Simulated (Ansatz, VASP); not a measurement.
One calculation of Cr, two programs

INCAR

```
SYSTEM = Cr
  ALGO = Fast
  EDIFF = 1E-7
  ENCUT = 520
  GGA = PS
  ISIF = 2
  ISMEAR = 0
  LASPH = .TRUE.
  LCHARG = .FALSE.
  LREAL = .FALSE.
  LWAVE = .FALSE.
  NBANDS = 12
  NELM = 80
  PREC = Accurate
  SIGMA = 0.15
```

File KPOINTS:

```
k-points
0
G
  24 24 24
  0 0 0
```

POSCAR

```
Cr
1.0
   -1.3698525000      1.3698525000      1.3698525000
    1.3698525000     -1.3698525000      1.3698525000
    1.3698525000      1.3698525000     -1.3698525000
Cr
1
Direct
    0.0000000000      0.0000000000      0.0000000000
```

Input for Ansatz:

```yaml
crystal:
  lattice:
    - [-1.3698525, 1.3698525, 1.3698525]
    - [1.3698525, -1.3698525, 1.3698525]
    - [1.3698525, 1.3698525, -1.3698525]
  atoms:
    - { symbol: Cr, position: [0.0, 0.0, 0.0] }
basis:
  ecutwfc: 420
kpoints:
  mp_grid: { grid: [24, 24, 24] }
hamiltonian:
  xc: pbesol
scf:
  occupations: { method: gaussian, width: 0.15 }
output:
  forces: true
  stress: true
  eigenvalues: true
```

Change from the starting cell: strain -0.050 along x and y, -0.050 along z, atoms carried along.

Alike in both runs: task single point; functional PBEsol; k mesh 24 × 24 × 24; occupations gaussian, width 0.15 eV; no spin polarisation.

|  | VASP | Ansatz |
| --- | --- | --- |
| version | VASP 6.6.1 | Ansatz 0.2.0 |
| potentials or method | VASP PAW PBE potentials, release 64 (Cr_pv), cutoff 520 eV | scalar-relativistic, plane waves, PAW |
| valence electrons in the cell | 12 | 14 |

```tsv
	VASP	Ansatz	Ansatz less VASP
gap on the k mesh at the Fermi level (eV)	none	none	-
pressure (GPa)	26.4	27.0	+0.55
```

VASP's potentials were made for PBE, not for PBEsol. A gap of «none» marks a metal or a gap that the smearing closes. The functional is the same, so the differences come from potentials, cutoffs and numerics. VASP's potentials hold 12 valence electrons a cell and Ansatz's 14, so a difference there can come from the potentials and not from the codes.
